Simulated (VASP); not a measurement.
As:

```
As
1.0
     1.88080    1.08588    3.51406
    -1.88080    1.08588    3.51406
     0.00000   -2.17176    3.51406
As
2
Direct
  0.22600 0.22600 0.22600
  0.77400 0.77400 0.77400
```

Base run:

| Quantity | Value |
| --- | --- |
| Program | VASP 6.6.1 |
| Functional | PBEsol |
| Potentials or basis | VASP PAW PBE potentials, release 64 (As_d) |
| Cutoff | 510 eV |
| k mesh | 7 × 7 × 7 |
| Occupations | fermi-dirac, width 0.05 eV |
| Spin | no spin polarisation |

Its results: band gap on the k mesh zero (bands 15 and 16 overlap by 0.03 eV); pressure 0.4 GPa; largest force 0.342 eV/Å.

Task: The run is repeated on the same cell with these changes: functional from PBEsol to r2SCAN-based global hybrid with 50 % exact exchange; cutoff from 510 eV to 440 eV; k mesh from 7 × 7 × 7 to 5 × 5 × 5. What comes out?

Result: Band gap on the k mesh 1.66 eV (least direct gap 2.05 eV); pressure -1.8 GPa; largest force 0.372 eV/Å.

Several settings changed at once.

Caveats: the PAW data sets were made with another functional, which shifts forces and pressure a little.

A k mesh can miss the band edges.
